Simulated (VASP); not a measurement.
P, 1 atom in the cell. Symmetry: Pm-3m, No. 221, cubic system. Conventional cell: a = 2.428 Å, b = 2.428 Å, c = 2.428 Å, α = 90.00°, β = 90.00°, γ = 90.00°. P (site symmetry m-3m) has 6 P at 2.43 Å within 3.2 Å. 

| Quantity | Value |
| --- | --- |
| Program | VASP 6.6.1 |
| Task | single point |
| Functional | PBE |
| Potentials or basis | VASP PAW PBE potentials, release 64 (P) |
| Cutoff | 520 eV |
| k mesh | 22 × 22 × 22 |
| Occupations | fermi-dirac, width 0.0612256 eV |
| Spin | no spin polarisation |
| Dipole correction | no |
| Further INCAR settings | ALGO = Normal; EDIFF = 1e-06; NBANDS = 8 |

Potentials or basis: VASP PAW PBE potentials, release 64 (P).

Launch:

```bash
$ cat potpaw_PBE.64/P/POTCAR > POTCAR
$ mpirun -np 1 vasp_std > vasp.out
```

Hardware: 1 thread of AMD EPYC 7R13 Processor (Zen 3), with other jobs on the host.

**Question.** Estimate the wall time of this run.

**Answer.** It took 33 s on 1 thread of AMD EPYC 7R13 Processor (Zen 3), on a shared host, peak memory 0.11 GiB. Counts: scf iterations 10, k points 364.
